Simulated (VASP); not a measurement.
# SnSe2 (C2/m) in VASP: single point with r2SCAN

Aim: the single point of SnSe2 with r2SCAN.

Everything below comes from runs of VASP 6.6.1. Logs are shortened: lines on timing, memory, paths and dates and some standing lists are left out, and cuts for length are marked.

## Step 1: The cell of the first run

Symmetry: C2/m, No. 12, monoclinic system. The conventional cell has a = 6.652 Å, b = 3.610 Å, c = 6.523 Å, α = 90.00°, β = 90.00°, γ = 90.00°. Within 3.8 Å of Sn (site symmetry 2/m) lie 6 Se at 2.64 to 2.72 Å and 6 Sn at 3.61 to 3.78 Å. Se (site symmetry m) has 3 Sn at 2.64 to 2.72 Å and 12 Se at 3.61 to 4.04 Å within 4.1 Å.

## Step 2: Single point, r2SCAN (strain -0.0600 x Voigt [1, 0, 0, 0, 0, 0])

Input file POSCAR:

```
SnSe2
1.0
    3.6101335891      0.0000000000      0.0000000000
   -1.8050667946      3.3260291481      0.0000000000
    0.0000000000      0.0000000000      6.5233023644
Sn Se
1 2
Direct
    0.0000000000      0.0000000000      0.0000000000
    0.3333333333      0.6666666667      0.2412719747
    0.6666666667      0.3333333333      0.7587280253
```

Input file INCAR.step1:

```
SYSTEM = SnSe2
PREC = Accurate
ENCUT = 520
ISMEAR = 0
SIGMA = 0.05
LREAL = .FALSE.
LASPH = .TRUE.
NELM = 100
NBANDS = 20
GGA = PE
ALGO = Normal
EDIFF = 1E-4
LWAVE = .TRUE.
LCHARG = .FALSE.
```

Input file INCAR.step2:

```
SYSTEM = SnSe2
PREC = Accurate
ENCUT = 520
EDIFF = 1E-7
ISMEAR = 0
SIGMA = 0.05
LREAL = .FALSE.
LASPH = .TRUE.
NELM = 100
ALGO = Normal
ISIF = 2
LWAVE = .FALSE.
LCHARG = .FALSE.
METAGGA = R2SCAN
LMIXTAU = .TRUE.
NBANDS = 20
ISTART = 1
```

Input file KPOINTS:

```
regular mesh
0
G
  12 12 4
  0 0 0
```

Potentials or basis: VASP PAW PBE potentials, release 64 (Sn_d, Se).

Launch:

```console
$ cat potpaw_PBE.64/Sn_d/POTCAR potpaw_PBE.64/Se/POTCAR > POTCAR
$ cp INCAR.step1 INCAR
$ mpirun -np 1 vasp_std > vasp.out
$ cp INCAR.step2 INCAR
$ mpirun -np 1 vasp_std > vasp.out
```

OUTCAR:

```text
SYSTEM = SnSe2
   PREC = Accurate
   ENCUT = 520
   EDIFF = 1E-7
   ISMEAR = 0
   LREAL = .FALSE.
   LASPH = .TRUE.
   NELM = 100
   ISIF = 2
   METAGGA = R2SCAN
   ISTART = 1

 ion  position               nearest neighbor table
   1  0.000  0.000  0.000-   2 2.64   3 2.64   3 2.64   2 2.64   3 2.72   2 2.72
   2  0.333  0.667  0.241-   1 2.64   1 2.64   1 2.72
   3  0.667  0.333  0.759-   1 2.64   1 2.64   1 2.72

  LATTYP: Found a base centered orthorhombic cell.
 ALAT       =     3.6101335891
 B/A-ratio  =     1.8426072421
 C/A-ratio  =     1.8069420988

  Lattice vectors:

 A1 = (   1.8050667946,  -3.3260291481,   0.0000000000)
 A2 = (   1.8050667945,   3.3260291481,   0.0000000000)
 A3 = (   0.0000000000,   0.0000000000,   6.5233023644)

Analysis of symmetry for initial positions (statically):
=====================================================================
 Subroutine PRICEL returns:
 Original cell was already a primitive cell.

 Routine SETGRP: Setting up the symmetry group for a
 base centered orthorhombic supercell.

 Subroutine GETGRP returns: Found  4 space group operations
 (whereof  4 operations were pure point group operations)
 out of a pool of  8 trial point group operations.

The static configuration has the point symmetry C_2h.

Analysis of symmetry for dynamics (positions and initial velocities):
=====================================================================
 Subroutine PRICEL returns:
 Original cell was already a primitive cell.

 Routine SETGRP: Setting up the symmetry group for a
 base centered orthorhombic supercell.

 Subroutine GETGRP returns: Found  4 space group operations
 (whereof  4 operations were pure point group operations)
 out of a pool of  8 trial point group operations.

The dynamic configuration has the point symmetry C_2h.

 Subroutine INISYM returns: Found  4 space group operations
 (whereof  4 operations are pure point group operations),
 and found     1 'primitive' translations

----------------------------------------------------------------------------------------

                                     Primitive cell

  volume of cell :      78.3280

  direct lattice vectors                    reciprocal lattice vectors
     3.610133589  0.000000000  0.000000000     0.276998060  0.150329410  0.000000000
[... 84 lines left out ...]
   LSORBIT =      F    spin-orbit coupling
   LASPH  =      T    aspherical Exc in radial PAW
   ENCUT  =  520.0 eV  38.22 Ry    6.18 a.u.   6.71  7.04 12.13*2*pi/ulx,y,z
   NELM   =    100;   NELMIN=  2; NELMDL=  0     # of ELM steps
   EDIFF  = 0.1E-06   stopping-criterion for ELM
   LREAL  =      F    real-space projection
   EDIFFG = 0.1E-05   stopping-criterion for IOM
   NSW    =      0    number of steps for IOM
   IBRION =     -1    ionic relax: 0-MD 1-quasi-New 2-CG
   NFREE  =      0    steps in history (QN), initial steepest desc. (CG)
   ISIF   =      2    stress and relaxation
   ISYM   =      2    0-nonsym 1-usesym 2-fastsym
   POTIM  = 0.5000    time-step for ionic-motion
   TEBEG  =    0.0;   TEEND  =   0.0 temperature during run
   PSTRESS=    0.0 pullay stress
   NELECT =      26.0000    total number of electrons
   NUPDOWN=      -1.0000    fix difference up-down
   EMIN   =  10.00;   EMAX   =-10.00  energy-range for DOS
   EFERMI =   0.00;   METHOD = LEGACY
   ISMEAR =     0;   SIGMA  =   0.05  broadening in eV -4-tet -1-fermi 0-gaus
   EFERMI_NEDOS =   21; number of points for ismear=-14 and -15
   IALGO  =     38    algorithm
   IMIX   =      4    mixing-type and parameters
     AMIX     =   0.40;   BMIX     =  1.00
     AMIX_MAG =   1.60;   BMIX_MAG =  1.00
  volume/ion in A,a.u.               =      26.11       176.19
  Fermi-wavevector in a.u.,A,eV,Ry     =   1.133514  2.142031 17.481509  1.284855
  Thomas-Fermi vector in A             =   2.270217
   LORBIT       =      0    0 simple, 1 ext, 2 COOP (PROOUT), +10 PAW based schemes
   METAGGA = R2SCAN    functional components
   LHFCALC =     F    Hartree Fock is set to
   AEXX    =    0.0000 exact exchange contribution
   IVDW    =     0    specifies the selected vdW correction
   LEPSILON=     F    determine dielectric tensor
   LRPA    =     F    only Hartree local field effects (RPA)
 non-spin polarized calculation
 Gauss-broadening in eV      SIGMA  =   0.05
  energy-cutoff  :      520.00
  volume of cell :       78.33
 maximum number of plane-waves:      2138
   NGX = 13   NGY = 15   NGZ = 25

 number of electron      26.0000004 magnetization

 Free energy of the ion-electron system (eV)
  ---------------------------------------------------
  ext. energy  EPLUGINS =         0.00000000
  ---------------------------------------------------
  free energy    TOTEN  =       -54.50578926 eV

  energy without entropy =      -54.50578926  energy(sigma->0) =      -54.50578926

 E-fermi :   4.2202     XC(G=0):  -9.8711

 val. band max:        3.9553380055   @ k =   0.0000  -0.1667   0.2500
 cond. band min:       4.6244032103   @ k =   0.5000  -0.0000   0.5000
 fundamental gap:      0.6690652049
 Fermi energy:         4.2202193817

 k-point     1 :       0.0000    0.0000    0.0000
  band No.  band energies     occupation
      1     -18.2258      2.00000
      2     -18.1972      2.00000
      3     -18.1357      2.00000
      4     -18.1351      2.00000
      5     -18.1210      2.00000
      6     -10.9093      2.00000
[... 541 lines left out ...]
     19      13.7272      0.00000
     20      14.4308      0.00000

 [... further k-points ...]

------------------------ aborting loop because EDIFF is reached ----------------------------------------

  FORCE on cell =-STRESS in cart. coord.  units (eV):
  Direction    XX          YY          ZZ          XY          YZ          ZX
  --------------------------------------------------------------------------------------
  -------------------------------------------------------------------------------------
  Total        4.4811208      1.3364169      1.4756277     -0.0000000     -0.2892785      0.0000000
  in kB       91.6601162     27.3360463     30.1835664     -0.0000000     -5.9171140      0.0000000
  external PRESSURE =      49.7265763 kB  Pullay stress =       0.0000000 kB

 VOLUME and BASIS-vectors are now :
 -----------------------------------------------------------------------------
  energy-cutoff  :      520.00
  volume of cell :       78.33
      direct lattice vectors                 reciprocal lattice vectors
     3.610133589  0.000000000  0.000000000     0.276998060  0.150329410  0.000000000
    -1.805066795  3.326029148  0.000000000     0.000000000  0.300658820  0.000000000
     0.000000000  0.000000000  6.523302364     0.000000000  0.000000000  0.153296589

 POSITION                                       TOTAL-FORCE (eV/Angst)
 -----------------------------------------------------------------------------------
      0.00000      0.00000      0.00000        -0.000000      0.000000      0.000000
     -0.00000      2.21735      1.57389         0.000000     -0.089894      0.432258
      1.80507      1.10868      4.94941        -0.000000      0.089894     -0.432258
 -----------------------------------------------------------------------------------
    total drift:                               -0.000000      0.000000     -0.000000

  FREE ENERGIE OF THE ION-ELECTRON SYSTEM (eV)
  ---------------------------------------------------
  free  energy   TOTEN  =       -54.5057892572 eV

  energy  without entropy=      -54.5057892572  energy(sigma->0) =      -54.50578926
```

OUTCAR.step1:

```text
SYSTEM = SnSe2
   PREC = Accurate
   ENCUT = 520
   ISMEAR = 0
   LREAL = .FALSE.
   LASPH = .TRUE.
[... 778 lines left out ...]
      0.00000      0.00000      0.00000        -0.000000      0.000000      0.000000
     -0.00000      2.21735      1.57389         0.000000     -0.120552      0.722003
      1.80507      1.10868      4.94941        -0.000000      0.120552     -0.722003
 -----------------------------------------------------------------------------------
    total drift:                               -0.000000      0.000000      0.000000

  FREE ENERGIE OF THE ION-ELECTRON SYSTEM (eV)
  ---------------------------------------------------
  free  energy   TOTEN  =       -11.6685095328 eV

  energy  without entropy=      -11.6685095326  energy(sigma->0) =      -11.66850953
```

Wall time 13 min (1 thread of Intel Xeon 8259CL, shared host); peak memory 0.39 GiB.

What came out:

| Property | Result |
| --- | --- |
| Free energy | -54.5058 eV |
| Pressure | 5.0 GPa |
| Largest force | 0.442 eV/Å |
| Band gap on the k mesh | 0.67 eV (least direct gap 1.46 eV) |

Forces on the atoms (eV/Å):
```
Sn   0.000  0.000  0.000
Se   0.000 -0.090  0.432
Se   0.000  0.090 -0.432
```

Levels at points of the mesh, in eV from the valence-band top:
| k point | band 11 | band 12 | band 13 | band 14 | band 15 | band 16 |
| --- | --- | --- | --- | --- | --- | --- |
| (0.00, 0.00, 0.00) | -0.60 | -0.56 | -0.16 | 1.67 | 3.39 | 4.94 |
| (0.50, 0.00, 0.00) | -2.87 | -1.39 | -0.71 | 0.95 | 3.94 | 5.61 |
| (0.00, 0.50, 0.00) | -2.36 | -1.51 | -0.23 | 1.56 | 4.67 | 5.78 |
| (0.00, 0.00, 0.50) | -0.62 | -0.50 | -0.08 | 2.87 | 3.35 | 4.80 |
| (0.50, 0.00, 0.50) | -2.46 | -1.13 | -0.94 | 0.67 | 4.32 | 4.88 |
| (0.00, 0.50, 0.50) | -2.26 | -1.13 | -0.44 | 1.02 | 4.46 | 5.25 |

Caveat: the cell differs from its parent crystal (strain -0.0600 x Voigt [1, 0, 0, 0, 0, 0]); the stress differs along the axes, from 3 to 9 GPa; semilocal functionals underestimate gaps, and a narrow one can read as zero; the PAW data sets were made with another functional, which shifts forces and pressure a little; spin-orbit coupling is left out, which moves the levels of the heavy elements. A k mesh can miss the band edges.
